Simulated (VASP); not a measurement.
# ZnS (P6_3mc) in VASP: further runs

ZnS is run at these levels: PBE; tasks: single point.

Program: VASP 6.6.1. These are calculated values, not measurements. Logs are shortened: lines on timing, memory, paths and dates and some standing lists are left out, and cuts for length are marked.

### 1 The cell of the first run

Symmetry: P6_3mc, No. 186, hexagonal system. The conventional cell has a = 3.844 Å, b = 3.844 Å, c = 6.494 Å, α = 90.00°, β = 90.00°, γ = 120.00°. Zn (site symmetry 3m) has 4 S at 2.37 to 2.41 Å within 3.1 Å. S (site symmetry 3m) has 4 Zn at 2.37 to 2.41 Å within 3.1 Å.

### 2 Single point, PBE (strain along c alone, the other axes held: +3.0 %, then relaxed in part)

INCAR reads:

```
SYSTEM = ZnS
ALGO = Normal
EDIFF = 1E-6
ENCUT = 520
GGA = PE
ISIF = 2
ISMEAR = 0
LASPH = .TRUE.
LCHARG = .TRUE.
LELF = .TRUE.
LREAL = .FALSE.
LVHAR = .TRUE.
LWAVE = .FALSE.
NBANDS = 26
NELM = 80
PREC = Accurate
SIGMA = 0.02
```

KPOINTS reads:

```
k-points
0
G
  12 12 4
  0 0 0
```

POSCAR reads:

```
ZnS
1.0
    3.8440669355      0.0000000000      0.0000000000
   -1.9220334677      3.3290596200      0.0000000000
    0.0000000000      0.0000000000      6.4937823531
Zn S
2 2
Direct
    0.3333333333      0.6666666667      0.0022441647
    0.6666666667      0.3333333333      0.5022441647
    0.3333333333      0.6666666667      0.3727558353
    0.6666666667      0.3333333333      0.8727558353
```

Potentials or basis: VASP PAW PBE potentials, release 64 (Zn, S).

On the command line:

```bash
> cat potpaw_PBE.64/Zn/POTCAR potpaw_PBE.64/S/POTCAR > POTCAR
> mpirun -np 1 vasp_std > vasp.out
```

OUTCAR:

```text
SYSTEM = ZnS
   EDIFF = 1E-6
   ENCUT = 520
   GGA = PE
   ISIF = 2
   ISMEAR = 0
   LASPH = .TRUE.
   LREAL = .FALSE.
   NELM = 80
   PREC = Accurate

 ion  position               nearest neighbor table
   1  0.333  0.667  0.002-   4 2.37   4 2.37   4 2.37   3 2.41
   2  0.667  0.333  0.502-   3 2.37   3 2.37   3 2.37   4 2.41
   3  0.333  0.667  0.373-   2 2.37   2 2.37   2 2.37   1 2.41
   4  0.667  0.333  0.873-   1 2.37   1 2.37   1 2.37   2 2.41

  LATTYP: Found a hexagonal cell.
 ALAT       =     3.8440669355
 C/A-ratio  =     1.6893000205

  Lattice vectors:

 A1 = (   3.8440669355,   0.0000000000,   0.0000000000)
 A2 = (  -1.9220334677,   3.3290596200,   0.0000000000)
 A3 = (   0.0000000000,   0.0000000000,   6.4937823531)

Analysis of symmetry for initial positions (statically):
=====================================================================
 Subroutine PRICEL returns:
 Original cell was already a primitive cell.

 Routine SETGRP: Setting up the symmetry group for a
 hexagonal supercell.

 Subroutine GETGRP returns: Found 12 space group operations
 (whereof  6 operations were pure point group operations)
 out of a pool of 24 trial point group operations.

The static configuration has the point symmetry C_3v.
 The point group associated with its full space group is C_6v.

Analysis of symmetry for dynamics (positions and initial velocities):
=====================================================================
 Subroutine PRICEL returns:
 Original cell was already a primitive cell.

 Routine SETGRP: Setting up the symmetry group for a
 hexagonal supercell.

 Subroutine GETGRP returns: Found 12 space group operations
 (whereof  6 operations were pure point group operations)
 out of a pool of 24 trial point group operations.

The dynamic configuration has the point symmetry C_3v.
 The point group associated with its full space group is C_6v.

 Subroutine INISYM returns: Found 12 space group operations
 (whereof  6 operations are pure point group operations),
 and found     1 'primitive' translations

----------------------------------------------------------------------------------------

                                     Primitive cell
[... 90 lines left out ...]
   LNONCOLLINEAR =      F non collinear calculations
   LSORBIT =      F    spin-orbit coupling
   LASPH  =      T    aspherical Exc in radial PAW
   ENCUT  =  520.0 eV  38.22 Ry    6.18 a.u.   7.15  7.15 12.07*2*pi/ulx,y,z
   NELM   =     80;   NELMIN=  2; NELMDL= -5     # of ELM steps
   EDIFF  = 0.1E-05   stopping-criterion for ELM
   LREAL  =      F    real-space projection
   EDIFFG = 0.1E-04   stopping-criterion for IOM
   NSW    =      0    number of steps for IOM
   IBRION =     -1    ionic relax: 0-MD 1-quasi-New 2-CG
   NFREE  =      0    steps in history (QN), initial steepest desc. (CG)
   ISIF   =      2    stress and relaxation
   ISYM   =      2    0-nonsym 1-usesym 2-fastsym
   POTIM  = 0.5000    time-step for ionic-motion
   TEBEG  =    0.0;   TEEND  =   0.0 temperature during run
   PSTRESS=    0.0 pullay stress
   NELECT =      36.0000    total number of electrons
   NUPDOWN=      -1.0000    fix difference up-down
   EMIN   =  10.00;   EMAX   =-10.00  energy-range for DOS
   EFERMI =   0.00;   METHOD = LEGACY
   ISMEAR =     0;   SIGMA  =   0.02  broadening in eV -4-tet -1-fermi 0-gaus
   EFERMI_NEDOS =   21; number of points for ismear=-14 and -15
   IALGO  =     38    algorithm
   IMIX   =      4    mixing-type and parameters
     AMIX     =   0.40;   BMIX     =  1.00
     AMIX_MAG =   1.60;   BMIX_MAG =  1.00
  volume/ion in A,a.u.               =      20.78       140.20
  Fermi-wavevector in a.u.,A,eV,Ry     =   1.238717  2.340837 20.877064  1.534421
  Thomas-Fermi vector in A             =   2.373231
   LORBIT       =      0    0 simple, 1 ext, 2 COOP (PROOUT), +10 PAW based schemes
   GGA     = PE    functional components
   LHFCALC =     F    Hartree Fock is set to
   AEXX    =    0.0000 exact exchange contribution
   IVDW    =     0    specifies the selected vdW correction
   LEPSILON=     F    determine dielectric tensor
   LRPA    =     F    only Hartree local field effects (RPA)
 non-spin polarized calculation
 Gauss-broadening in eV      SIGMA  =   0.02
  energy-cutoff  :      520.00
  volume of cell :       83.10
 maximum number of plane-waves:      2274
 NGX is ok and might be reduce to    30
   NGX = 15   NGY = 15   NGZ = 25

 number of electron      36.0000026 magnetization

 Free energy of the ion-electron system (eV)
  ---------------------------------------------------
  ext. energy  EPLUGINS =         0.00000000
  ---------------------------------------------------
  free energy    TOTEN  =       -13.66744892 eV

  energy without entropy =      -13.66744892  energy(sigma->0) =      -13.66744892

 E-fermi :   1.8492     XC(G=0):  -9.3857

 val. band max:        1.7036215158   @ k =   0.0000   0.0000   0.0000
 cond. band min:       3.5690996491   @ k =   0.0000   0.0000   0.0000
 fundamental gap:      1.8654781333
 Fermi energy:         1.8491534789

 k-point     1 :       0.0000    0.0000    0.0000
  band No.  band energies     occupation
      1     -11.1575      2.00000
      2     -10.3715      2.00000
      3      -4.5053      2.00000
      4      -4.4860      2.00000
      5      -4.4860      2.00000
      6      -4.4138      2.00000
[... 685 lines left out ...]
     25      10.2582      0.00000
     26      11.3295      0.00000

 [... further k-points ...]

------------------------ aborting loop because EDIFF is reached ----------------------------------------

  FORCE on cell =-STRESS in cart. coord.  units (eV):
  Direction    XX          YY          ZZ          XY          YZ          ZX
  --------------------------------------------------------------------------------------
  -------------------------------------------------------------------------------------
  Total       -0.4288379     -0.4288379     -1.8983622     -0.0000000     -0.0000000      0.0000000
  in kB       -8.2678679     -8.2678679    -36.5998599     -0.0000000     -0.0000000      0.0000000
  external PRESSURE =     -17.7118652 kB  Pullay stress =       0.0000000 kB

 VOLUME and BASIS-vectors are now :
 -----------------------------------------------------------------------------
  energy-cutoff  :      520.00
  volume of cell :       83.10
      direct lattice vectors                 reciprocal lattice vectors
     3.844066935  0.000000000  0.000000000     0.260141152  0.150192564  0.000000000
    -1.922033468  3.329059620  0.000000000     0.000000000  0.300385128  0.000000000
     0.000000000  0.000000000  6.493782353     0.000000000  0.000000000  0.153993458

 POSITION                                       TOTAL-FORCE (eV/Angst)
 -----------------------------------------------------------------------------------
     -0.00000      2.21937      0.01457         0.000000      0.000000      0.000989
      1.92203      1.10969      3.26146        -0.000000     -0.000000      0.000989
     -0.00000      2.21937      2.42060         0.000000     -0.000000     -0.000989
      1.92203      1.10969      5.66749        -0.000000      0.000000     -0.000989
 -----------------------------------------------------------------------------------
    total drift:                               -0.000001     -0.000001     -0.003752

  FREE ENERGIE OF THE ION-ELECTRON SYSTEM (eV)
  ---------------------------------------------------
  free  energy   TOTEN  =       -13.6674489173 eV

  energy  without entropy=      -13.6674489173  energy(sigma->0) =      -13.66744892
```

OSZICAR:

```text
N       E                     dE             d eps       ncg     rms          rms(c)
DAV:   1     0.242196005855E+03    0.24220E+03   -0.17020E+04  2964   0.163E+03
DAV:   2     0.104040669300E+02   -0.23179E+03   -0.22172E+03  3052   0.345E+02
DAV:   3    -0.139022874197E+02   -0.24306E+02   -0.24061E+02  3548   0.111E+02
DAV:   4    -0.145195790760E+02   -0.61729E+00   -0.61573E+00  3418   0.177E+01
DAV:   5    -0.145287086325E+02   -0.91296E-02   -0.91274E-02  3576   0.212E+00    0.888E+00
DAV:   6    -0.136757721406E+02    0.85294E+00   -0.16363E+00  4474   0.359E+01    0.692E+00
DAV:   7    -0.136712888955E+02    0.44832E-02   -0.11110E+00  3152   0.615E+00    0.328E+00
DAV:   8    -0.136664148057E+02    0.48741E-02   -0.35805E-02  3712   0.198E+00    0.854E-01
DAV:   9    -0.136670364452E+02   -0.62164E-03   -0.74480E-03  4026   0.138E+00    0.211E-01
DAV:  10    -0.136672246246E+02   -0.18818E-03   -0.71692E-04  3378   0.312E-01    0.877E-02
DAV:  11    -0.136674476317E+02   -0.22301E-03   -0.37627E-04  3048   0.119E-01    0.569E-02
DAV:  12    -0.136674457157E+02    0.19160E-05   -0.10160E-05  3556   0.217E-02    0.125E-02
DAV:  13    -0.136674482609E+02   -0.25452E-05   -0.22279E-06  2650   0.848E-03    0.379E-03
DAV:  14    -0.136674489173E+02   -0.65642E-06   -0.97682E-07  2582   0.795E-03
   1 F= -.13667449E+02 E0= -.13667449E+02  d E =-.395881E-27
```

stdout:

```text
POSCAR found type information on POSCAR ZnS
 POSCAR found :  2 types and       4 ions
 scaLAPACK will be used
 LDA part: xc-table for (Slater+PW92), standard interpolation
 POSCAR, INCAR and KPOINTS ok, starting setup
 FFT: planning ... GRIDC
 FFT: planning ... GRID_SOFT
 FFT: planning ... GRID
 WAVECAR not read
 entering main loop
```

Run time: 3 min. Hardware: 1 thread of AMD EPYC 7R13, shared host; peak memory 0.23 GiB.

Results:

```
Free energy            : -13.6674 eV
Pressure               : -1.8 GPa
Band gap on the k mesh : 1.87 eV
```

Caveat: the cell differs from its parent crystal (strain along c alone, the other axes held: +3.0 %, then relaxed in part).

### 3 Single point, PBE

INCAR reads:

```
PREC = Accurate
ENCUT = 520
EDIFF = 1E-6
ISMEAR = 0
SIGMA = 0.02
LREAL = False
LASPH = True
NELM = 80
ALGO = Normal
ISIF = 2
LWAVE = False
LCHARG = True
GGA = PE
LELF = True
LVHAR = True
NBANDS = 26
```

KPOINTS reads:

```
Automatic mesh
0
Gamma
  12 12 4
```

POSCAR is that of step 2.

Potentials or basis: VASP PAW PBE potentials, release 64 (Zn, S).

On the command line:

```bash
> cat potpaw_PBE.64/Zn/POTCAR potpaw_PBE.64/S/POTCAR > POTCAR
> mpirun -np 1 vasp_std > vasp.out
```

OUTCAR:

```text
PREC = Accurate
   ENCUT = 520
   EDIFF = 1E-6
   ISMEAR = 0
   LREAL = False
   LASPH = True
   NELM = 80
   ISIF = 2
   GGA = PE

 ion  position               nearest neighbor table
   1  0.333  0.667  0.002-   4 2.37   4 2.37   4 2.37   3 2.41
   2  0.667  0.333  0.502-   3 2.37   3 2.37   3 2.37   4 2.41
   3  0.333  0.667  0.373-   2 2.37   2 2.37   2 2.37   1 2.41
   4  0.667  0.333  0.873-   1 2.37   1 2.37   1 2.37   2 2.41

  LATTYP: Found a hexagonal cell.
 ALAT       =     3.8440669355
[... 889 lines left out ...]
     25      10.2582      0.00000
     26      11.3295      0.00000

 [... further k-points ...]
[... 5 lines left out ...]
  --------------------------------------------------------------------------------------
  -------------------------------------------------------------------------------------
  Total       -0.4288379     -0.4288379     -1.8983622     -0.0000000     -0.0000000      0.0000000
  in kB       -8.2678679     -8.2678679    -36.5998599     -0.0000000     -0.0000000      0.0000000
  external PRESSURE =     -17.7118652 kB  Pullay stress =       0.0000000 kB

 VOLUME and BASIS-vectors are now :
 -----------------------------------------------------------------------------
  energy-cutoff  :      520.00
  volume of cell :       83.10
      direct lattice vectors                 reciprocal lattice vectors
     3.844066935  0.000000000  0.000000000     0.260141152  0.150192564  0.000000000
    -1.922033468  3.329059620  0.000000000     0.000000000  0.300385128  0.000000000
     0.000000000  0.000000000  6.493782353     0.000000000  0.000000000  0.153993458

 POSITION                                       TOTAL-FORCE (eV/Angst)
 -----------------------------------------------------------------------------------
     -0.00000      2.21937      0.01457         0.000000      0.000000      0.000989
      1.92203      1.10969      3.26146        -0.000000     -0.000000      0.000989
     -0.00000      2.21937      2.42060         0.000000     -0.000000     -0.000989
      1.92203      1.10969      5.66749        -0.000000      0.000000     -0.000989
 -----------------------------------------------------------------------------------
    total drift:                               -0.000001     -0.000001     -0.003752

  FREE ENERGIE OF THE ION-ELECTRON SYSTEM (eV)
  ---------------------------------------------------
  free  energy   TOTEN  =       -13.6674489173 eV

  energy  without entropy=      -13.6674489173  energy(sigma->0) =      -13.66744892
```

Run time: 3.4 min. Hardware: 1 thread of AMD EPYC 7R13, shared host; peak memory 0.23 GiB.

What came out:

* Free energy: -13.6674 eV
* Pressure: -1.8 GPa
* Band gap on the k mesh: 1.87 eV

Levels at points of the mesh, in eV from the valence-band top:
| k point | band 14 | band 15 | band 16 | band 17 | band 18 | band 19 | band 20 | band 21 | band 22 | band 23 |
| --- | --- | --- | --- | --- | --- | --- | --- | --- | --- | --- |
| (0.00, 0.00, 0.00) | -0.76 | -0.76 | -0.21 | 0.00 | 0.00 | 1.87 | 3.20 | 6.31 | 6.44 | 6.44 |
| (0.50, 0.00, 0.00) | -3.98 | -3.07 | -1.99 | -1.61 | -0.83 | 3.79 | 3.99 | 4.99 | 6.87 | 6.91 |
| (0.00, 0.00, 0.50) | -2.89 | -0.40 | -0.40 | -0.40 | -0.40 | 3.46 | 3.46 | 6.51 | 6.51 | 6.88 |
| (0.50, 0.00, 0.50) | -4.64 | -1.64 | -1.64 | -1.45 | -1.45 | 3.40 | 3.40 | 5.21 | 5.21 | 8.65 |

A k mesh can miss the band edges.
